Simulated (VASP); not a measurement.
MgO (rocksalt type):

```
Mg O
1.0
     0.00000    2.23228    2.23228
     2.23228    0.00000    2.23228
     2.23228    2.23228    0.00000
Mg O
1 1
Direct
  0.00000 0.00000 0.00000
  0.50000 0.50000 0.50000
```

* Program: VASP 6.6.1
* Task: relaxation of cell and atoms
* Functional: PBE
* Potentials or basis: VASP PAW PBE potentials, release 64 (Mg, O)
* Cutoff: 600 eV
* k mesh: 16 × 16 × 16
* Occupations: fermi-dirac, width 0.05 eV
* Spin: no spin polarisation

At the start: pressure -16.9 GPa; volume 11.12 Å³/atom.

Problem. Where does the relaxation end?

Solution. Over 3 steps the energy falls by 94.5 meV/atom and the volume is 9.55 Å³/atom (-14.1 %); space group Fm-3m (No. 225, to 0.05 Å).

The path:
```csv
step,energy change (eV),largest force (eV/Å),pressure (GPa),volume (Å³)
1,0.0000,0.0000,-16.95,22.25
2,-0.1840,0.0000,3.75,18.67
3,-0.1890,0.0000,0.06,19.10
```

Final structure:
```
Mg O
1.0
     0.00000    2.12171    2.12171
     2.12171    0.00000    2.12171
     2.12171    2.12171    0.00000
Mg O
1 1
Direct
  0.00000 0.00000 0.00000
  0.50000 0.50000 0.50000
```
